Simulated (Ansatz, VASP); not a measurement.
## One calculation of Ta, two programs

```
CELL_PARAMETERS angstrom
-1.62652 1.62652 1.62652
1.62652 -1.62652 1.62652
1.62652 1.62652 -1.62652
ATOMIC_POSITIONS crystal
Ta 0.00000 0.00000 0.00000
```

Alike in both runs: functional LDA; k mesh 16 × 16 × 16; occupations fermi-dirac, width 0.05 eV; no spin polarisation.

Ansatz relaxed the structure, and its values are those at the end. VASP's run is a single point on that final structure, the one shown.

|  | VASP | Ansatz |
| --- | --- | --- |
| version | VASP 6.6.1 | Ansatz 0.2.0 |
| potentials or method | VASP PAW LDA potentials, release 64 (Ta_pv) | PAW with Ansatz's default frozen-core files, scalar-relativistic |
| plane-wave cutoff (eV) | 520 | 420 |
| valence electrons in the cell | 11 | 13 |

Ansatz gave:

* pressure (GPa): 0.0

Problem. What did VASP give for the same quantities?

Solution. Pressure (GPa): 0.8.

LDA's correlation is that of Perdew and Zunger in VASP and of Perdew and Wang (1992) in Ansatz. VASP's potentials hold 11 valence electrons a cell and Ansatz's 13, so a difference there can come from the potentials and not from the codes.

Neither program's run includes spin-orbit coupling.
